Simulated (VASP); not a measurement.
Wanted: the native input for a VASP 6.6.1 run.

```
Task                   : single point
Functional             : r2SCAN
Potentials or basis    : VASP PAW PBE potentials, release 64 (Zr_sv, N)
Cutoff                 : 660 eV
k mesh                 : 8 × 8 × 8
Occupations            : gaussian, width 0.05 eV
Spin                   : no spin polarisation
Dipole correction      : no
Further INCAR settings : ALGO = Normal; EDIFF = 1e-06; NBANDS = 16
```

The system is ZrN.

```
CELL_PARAMETERS angstrom
0.00000 2.26262 2.26262
2.26262 0.00000 2.26262
2.26262 2.26262 0.00000
ATOMIC_POSITIONS crystal
Zr 0.50000 0.50000 0.50000
N 0.00000 0.00000 0.00000
```

This cell differs from its parent crystal: volume scaled by 0.96.

The input as run:

POSCAR

```
ZrN
1.0
    0.0000000000      2.2626217159      2.2626217159
    2.2626217159      0.0000000000      2.2626217159
    2.2626217159      2.2626217159      0.0000000000
Zr N
1 1
Direct
    0.5000000000      0.5000000000      0.5000000000
    0.0000000000      0.0000000000      0.0000000000
```

INCAR.step1

```
PREC = Accurate ; ENCUT = 660
ISMEAR = 0 ; SIGMA = 0.05
LREAL = False ; LASPH = True
NELM = 120 ; NBANDS = 16
GGA = PE ; ALGO = Normal
EDIFF = 1E-5 ; LWAVE = True
LCHARG = False ; GGA_COMPAT = False
```

INCAR.step2

```
PREC = Accurate ; ENCUT = 660
EDIFF = 1E-6 ; ISMEAR = 0
SIGMA = 0.05 ; LREAL = False
LASPH = True ; NELM = 120
ALGO = Normal ; ISIF = 2
LWAVE = False ; LCHARG = True
METAGGA = R2SCAN ; LMIXTAU = True
LELF = True ; LVHAR = True
NBANDS = 16 ; ISTART = 1
GGA_COMPAT = False
```

KPOINTS

```
Automatic mesh
0
Gamma
  8 8 8
```

Potentials or basis: VASP PAW PBE potentials, release 64 (Zr_sv, N).

The run is started by

```bash
$ cat potpaw_PBE.64/Zr_sv/POTCAR potpaw_PBE.64/N/POTCAR > POTCAR
$ cp INCAR.step1 INCAR
$ mpirun -np 1 vasp_std > vasp.out
$ cp INCAR.step2 INCAR
$ mpirun -np 1 vasp_std > vasp.out
```

Results of the run:

- Pressure: 12.1 GPa

Caveat: the PAW data sets were made with another functional, which shifts forces and pressure a little.

Run time: 34 s on 1 thread of Intel(R) Xeon(R) 6975P-C (Granite Rapids) (shared host), peak memory 0.17 GiB.
